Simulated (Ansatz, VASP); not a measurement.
**One calculation of MoS2, two programs**

```xyz
3
Lattice="3.1628 0.0000 0.0000 -1.5814 2.7390 0.0000 0.0000 0.0000 17.2183" Properties=species:S:1:pos:R:3 pbc="T T T"
Mo    0.0000    0.0000    0.0000
S     0.0000    1.8260   15.6773
S     0.0000    1.8260    1.5409
```

Alike in both runs: task single point; functional r2SCAN; k mesh 10 × 10 × 2; occupations fermi-dirac, width 0.05 eV; no spin polarisation.

|  | VASP | Ansatz |
| --- | --- | --- |
| version | VASP 6.6.1 | Ansatz 0.2.0 |
| potentials or method | VASP PAW PBE potentials, release 64 (Mo_sv, S) | Ansatz PAW |
| plane-wave cutoff (eV) | 520 | 500 |
| valence electrons in the cell | 26 | 26 |

Ansatz gave:

```
gap on the k mesh at the Fermi level (eV) : 1.87
least direct gap on the mesh (eV)         : 2.09
rms of the force components (eV/Å)        : 0.175
```

Task: Which values does VASP return?

Result: gap on the k mesh at the Fermi level (eV): 1.89; least direct gap on the mesh (eV): 2.10; rms of the force components (eV/Å): 0.177.

VASP's potentials were made for PBE, not for r2SCAN. Atom by atom the forces differ by 0.002 eV/Å (rms over components).
